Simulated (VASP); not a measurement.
Input of a VASP 6.6.1 run:

File INCAR:

```
ALGO     = Normal         # electronic algorithm
EDIFF    = 1E-6           # SCF threshold, eV
ENCUT    = 520            # plane-wave cutoff, eV
GGA      = CA             # functional
ISIF     = 2              # what is computed and relaxed
ISMEAR   = -1             # smearing method
LASPH    = T              # aspherical terms in the spheres
LCHARG   = T              # write CHGCAR
LELF     = T              # ELF
LREAL    = F              # projectors in reciprocal space
LVHAR    = T            
LWAVE    = F              # write WAVECAR
NBANDS   = 26             # bands
NELM     = 100            # most SCF steps
PREC     = Accurate       # precision mode
SIGMA    = 0.1            # smearing width, eV
```

File KPOINTS:

```
k-points
0
Gamma
  14 14 8
```

Contents of POSCAR:

```
GaN
1.0
    3.1518145789      0.0000000000      0.0000000000
   -1.5759072894      2.7295514933      0.0000000000
    0.0000000000      0.0000000000      5.1383977941
Ga N
2 2
Direct
    0.3333333333      0.6666666667     -0.0007042243
    0.6666666667      0.3333333333      0.4992957757
    0.3333333333      0.6666666667      0.3757042243
    0.6666666667      0.3333333333      0.8757042243
```

Potentials or basis: VASP PAW LDA potentials, release 64 (Ga_d, N).

The run is started by

```bash
$ cat potpaw_LDA.64/Ga_d/POTCAR potpaw_LDA.64/N/POTCAR > POTCAR
$ mpirun -np 1 vasp_std > vasp.out
```

(1) What does it give for the band gap on the k mesh?

(2) Estimate the pressure.

Answers

(1) 2.15 eV.

(2) 1.1 GPa.
